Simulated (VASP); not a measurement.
# Mo3P3H in VASP: notebook, part 2 of 2

VASP 6.6.1. The steps go on from the part before.

**4. Single point, PBEsol**

INCAR reads:

```
SYSTEM = Mo3P3H
  ALGO = Normal
  DIPOL = 0.5 0.5 0.484
  EDIFF = 1E-6
  ENCUT = 400
  GGA = PS
  GGA_COMPAT = .FALSE.
  IDIPOL = 3
  ISIF = 2
  ISMEAR = 0
  LASPH = .TRUE.
  LCHARG = .FALSE.
  LDIPOL = .TRUE.
  LREAL = .FALSE.
  LWAVE = .FALSE.
  NBANDS = 38
  NELM = 120
  NELMDL = -8
  PREC = Accurate
  SIGMA = 0.1
```

KPOINTS reads:

```
k-points
0
G
  9 9 1
  0 0 0
```

POSCAR reads:

```
Mo3P3H
1.0
    3.1741350964      0.0000000000      0.0000000000
    0.0000000000      3.2062346807      0.0000000000
    0.0000000000      0.0000000000     25.4789215959
Mo P H
3 3 1
Direct
    0.0000000000      0.5000000000      0.3336090960
    0.0000000000      0.0000000000      0.4425886174
    0.0000000000      0.5000000000      0.5511479492
    0.5000000000      0.0000000000      0.3699356032
    0.5000000000      0.5000000000      0.4796032610
    0.5000000000      0.0000000000      0.5933286355
    0.0000000000      0.5000000000      0.6201390589
```

Potentials or basis: VASP PAW PBE potentials, release 64 (Mo_sv, P, H).

Run with:

```
cat potpaw_PBE.64/Mo_sv/POTCAR potpaw_PBE.64/P/POTCAR potpaw_PBE.64/H/POTCAR > POTCAR
mpirun -np 1 vasp_std > vasp.out
```

OUTCAR:

```text
SYSTEM = Mo3P3H
   EDIFF = 1E-6
   ENCUT = 400
   GGA = PS
   ISIF = 2
   ISMEAR = 0
   LASPH = .TRUE.
   LREAL = .FALSE.
   NELM = 120
   NELMDL = -8
   PREC = Accurate

 ion  position               nearest neighbor table
   1  0.000  0.500  0.334-   4 2.44   4 2.44   4 2.44   4 2.44   2 3.21   2 3.21
   2  0.000  0.000  0.443-   4 2.44   4 2.44   5 2.45   5 2.45   5 2.45   5 2.45   3 3.20   3 3.20
                             1 3.21   1 3.21
   3  0.000  0.500  0.551-   7 1.76   5 2.42   5 2.42   6 2.50   6 2.50   6 2.50   6 2.50   2 3.20
                             2 3.20
   4  0.500  0.000  0.370-   2 2.44   2 2.44   1 2.44   1 2.44   1 2.44   1 2.44
   5  0.500  0.500  0.480-   3 2.42   3 2.42   2 2.45   2 2.45   2 2.45   2 2.45
   6  0.500  0.000  0.593-   3 2.50   3 2.50   3 2.50   3 2.50
   7  0.000  0.500  0.620-   3 1.76

  LATTYP: Found a simple orthorhombic cell.
 ALAT       =     3.1741350964
 B/A-ratio  =     1.0101128601
 C/A-ratio  =     8.0270438473

  Lattice vectors:

 A1 = (   3.1741350964,   0.0000000000,   0.0000000000)
 A2 = (   0.0000000000,   3.2062346807,   0.0000000000)
 A3 = (   0.0000000000,   0.0000000000,  25.4789215959)

Analysis of symmetry for initial positions (statically):
=====================================================================
 Subroutine PRICEL returns:
 Original cell was already a primitive cell.

 Routine SETGRP: Setting up the symmetry group for a
 simple orthorhombic supercell.

 Subroutine GETGRP returns: Found  4 space group operations
 (whereof  4 operations were pure point group operations)
 out of a pool of  8 trial point group operations.

The static configuration has the point symmetry C_2v.

Analysis of symmetry for dynamics (positions and initial velocities):
=====================================================================
 Subroutine PRICEL returns:
 Original cell was already a primitive cell.

 Routine SETGRP: Setting up the symmetry group for a
 simple orthorhombic supercell.

 Subroutine GETGRP returns: Found  4 space group operations
 (whereof  4 operations were pure point group operations)
 out of a pool of  8 trial point group operations.

The dynamic configuration has the point symmetry C_2v.

 Subroutine INISYM returns: Found  4 space group operations
 (whereof  4 operations are pure point group operations),
 and found     1 'primitive' translations

----------------------------------------------------------------------------------------

                                     Primitive cell

  volume of cell :     259.2995

  direct lattice vectors                    reciprocal lattice vectors
     3.174135096  0.000000000  0.000000000     0.315046452  0.000000000  0.000000000
     0.000000000  3.206234681  0.000000000     0.000000000  0.311892328  0.000000000
     0.000000000  0.000000000 25.478921596     0.000000000  0.000000000  0.039248129

  length of vectors
     3.174135096  3.206234681 25.478921596     0.315046452  0.311892328  0.039248129

  position of ions in fractional coordinates (direct lattice)
[... 43 lines left out ...]

 Following reciprocal coordinates:
            Coordinates               Weight
  0.000000  0.000000  0.000000      1.000000
  0.111111  0.000000  0.000000      2.000000
  0.222222  0.000000  0.000000      2.000000
  0.333333  0.000000  0.000000      2.000000
  0.444444  0.000000  0.000000      2.000000
  0.000000  0.111111  0.000000      2.000000
[... 16 lines left out ...]
  0.222222  0.444444  0.000000      4.000000
  0.333333  0.444444  0.000000      4.000000
   k-points           NKPTS =     25   k-points in BZ     NKDIM =     25   number of bands    NBANDS=     38
   number of dos      NEDOS =    301   number of ions     NIONS =      7
   total plane-waves  NPLWV =  96768
   dimension x,y,z NGX =    24 NGY =   24 NGZ =  168
   dimension x,y,z NGXF=    48 NGYF=   48 NGZF=  336
   ions per type =               3   3   1
   NGX,Y,Z   is equivalent  to a cutoff of  12.57, 12.44, 10.96 a.u.
   NGXF,Y,Z  is equivalent  to a cutoff of  25.14, 24.89, 21.92 a.u.
 SYSTEM =  Mo3P3H
   PREC   = accura    normal or accurate (medium, high low for compatibility)
   ISTART =      0    job   : 0-new  1-cont  2-samecut
   ICHARG =      2    charge: 1-file 2-atom 10-const
   ISPIN  =      1    spin polarized calculation?
   LNONCOLLINEAR =      F non collinear calculations
   LSORBIT =      F    spin-orbit coupling
   LASPH  =      T    aspherical Exc in radial PAW
   ENCUT  =  400.0 eV  29.40 Ry    5.42 a.u.   5.18  5.23 41.55*2*pi/ulx,y,z
   NELM   =    120;   NELMIN=  2; NELMDL= -8     # of ELM steps
   EDIFF  = 0.1E-05   stopping-criterion for ELM
   LREAL  =      F    real-space projection
[... 7 lines left out ...]
   TEBEG  =    0.0;   TEEND  =   0.0 temperature during run
   PSTRESS=    0.0 pullay stress
   NELECT =      58.0000    total number of electrons
   NUPDOWN=      -1.0000    fix difference up-down
   EMIN   =  10.00;   EMAX   =-10.00  energy-range for DOS
   EFERMI =   0.00;   METHOD = LEGACY
   ISMEAR =     0;   SIGMA  =   0.10  broadening in eV -4-tet -1-fermi 0-gaus
   EFERMI_NEDOS =   21; number of points for ismear=-14 and -15
   IALGO  =     38    algorithm
   IMIX   =      4    mixing-type and parameters
     AMIX     =   0.40;   BMIX     =  1.00
     AMIX_MAG =   1.60;   BMIX_MAG =  1.00
  volume/ion in A,a.u.               =      37.04       249.98
  Fermi-wavevector in a.u.,A,eV,Ry     =   0.993765  1.877943 13.436683  0.987568
  Thomas-Fermi vector in A             =   2.125669
   LORBIT       =      0    0 simple, 1 ext, 2 COOP (PROOUT), +10 PAW based schemes
   GGA     = PS    functional components
   LHFCALC =     F    Hartree Fock is set to
   AEXX    =    0.0000 exact exchange contribution
   IVDW    =     0    specifies the selected vdW correction
   LEPSILON=     F    determine dielectric tensor
   LRPA    =     F    only Hartree local field effects (RPA)
 non-spin polarized calculation
 Gauss-broadening in eV      SIGMA  =   0.10
  energy-cutoff  :      400.00
  volume of cell :      259.30
 maximum number of plane-waves:      4759
 NGX is ok and might be reduce to    24
   NGX = 11   NGY = 11   NGZ = 83

 dipolmoment           0.000000      0.000000     -0.092604 electrons x Angstroem

 number of electron      58.0000008 magnetization

 dipolmoment           0.000000      0.000000      0.037673 electrons x Angstroem

 Free energy of the ion-electron system (eV)
  ---------------------------------------------------
  ext. energy  EPLUGINS =         0.00000000
  ---------------------------------------------------
  free energy    TOTEN  =       -57.03401565 eV

  energy without entropy =      -57.00808109  energy(sigma->0) =      -57.02104837

 E-fermi :   0.7184     XC(G=0):  -5.0799

 val. band max:        0.6933658194   @ k =   0.3333   0.3333   0.0000
 cond. band min:       0.7350407377   @ k =   0.4444   0.0000   0.0000
 fundamental gap:      0.0416749183
 Fermi energy:         0.7184110842

 k-point     1 :       0.0000    0.0000    0.0000
  band No.  band energies     occupation
      1     -60.3779      2.00000
      2     -60.1517      2.00000
      3     -59.9424      2.00000
      4     -34.6179      2.00000
      5     -34.5036      2.00000
      6     -34.4333      2.00000
[... 973 lines left out ...]
     37       4.6659      0.00000
     38       4.9380      0.00000

 [... further k-points ...]

------------------------ aborting loop because EDIFF is reached ----------------------------------------

 vacuum level on the upper side and lower side of the slab       (xc-potential included)         0.179        -0.462

  FORCE on cell =-STRESS in cart. coord.  units (eV):
  Direction    XX          YY          ZZ          XY          YZ          ZX
  --------------------------------------------------------------------------------------
  -------------------------------------------------------------------------------------
  Total       -3.3039164     -5.1021158     -2.5595210      0.0000000      0.0000000      0.0000000
  in kB      -20.4144592    -31.5252931    -15.8149389      0.0000000      0.0000000      0.0000000
  external PRESSURE =     -22.5848971 kB  Pullay stress =       0.0000000 kB

 VOLUME and BASIS-vectors are now :
 -----------------------------------------------------------------------------
  energy-cutoff  :      400.00
  volume of cell :      259.30
      direct lattice vectors                 reciprocal lattice vectors
     3.174135096  0.000000000  0.000000000     0.315046452  0.000000000  0.000000000
     0.000000000  3.206234681  0.000000000     0.000000000  0.311892328  0.000000000
     0.000000000  0.000000000 25.478921596     0.000000000  0.000000000  0.039248129

 POSITION                                       TOTAL-FORCE (eV/Angst)
 -----------------------------------------------------------------------------------
      0.00000      1.60312      8.50000         0.000000      0.000000      1.984483
      0.00000      0.00000     11.27668         0.000000      0.000000     -0.288997
      0.00000      1.60312     14.04266         0.000000      0.000000     -0.016075
      1.58707      0.00000      9.42556         0.000000      0.000000     -1.718690
      1.58707      1.60312     12.21977         0.000000      0.000000      0.002972
      1.58707      0.00000     15.11737         0.000000      0.000000      0.028157
      0.00000      1.60312     15.80047         0.000000      0.000000      0.008149
 -----------------------------------------------------------------------------------
    total drift:                                0.000000      0.000000     -0.000053

  FREE ENERGIE OF THE ION-ELECTRON SYSTEM (eV)
  ---------------------------------------------------
  free  energy   TOTEN  =       -57.0340156477 eV

  energy  without entropy=      -57.0080810855  energy(sigma->0) =      -57.02104837

 vacuum level on the upper side and lower side of the slab         5.736         5.070
```

It took 6.8 min on 1 thread of Intel Xeon Platinum 8488C (Sapphire Rapids), shared host; peak memory 0.38 GiB.

Results:

| Quantity | Value |
| --- | --- |
| Free energy | -57.0340 eV |
| Largest force | 1.984 eV/Å |
| Band gap on the k mesh | zero (bands 29 and 30 overlap by 0.93 eV) |

Forces in eV/Å, atoms in the order of the input:
```
Mo   0.000  0.000  1.984
Mo   0.000  0.000 -0.289
Mo   0.000  0.000 -0.016
P    0.000  0.000 -1.719
P    0.000  0.000  0.003
P    0.000  0.000  0.028
H    0.000  0.000  0.008
```

Caveat: the PAW data sets were made with another functional, which shifts forces and pressure a little.

**5. Overview**

| cell | gap on the mesh (eV) | largest force (eV/Å) |
| --- | --- | --- |
| as given, atomic positions A | none | 1.96 |
| as given, atomic positions B | none | 1.99 |
| as given, atomic positions C | none | 1.98 |

Alike in all rows: task single point; level PBEsol; potentials or basis VASP PAW PBE potentials, release 64 (Mo_sv, P, H); no spin polarisation; k mesh 9 × 9 × 1; cutoff (eV) 400; smearing gaussian 0.1 eV.

Caveats: the PAW data sets were made with another functional, which shifts forces and pressure a little.

Absolute energies hang on the potentials; compare differences alone.

The gap in the log of VASP goes by the Fermi energy; the results here count the filled bands.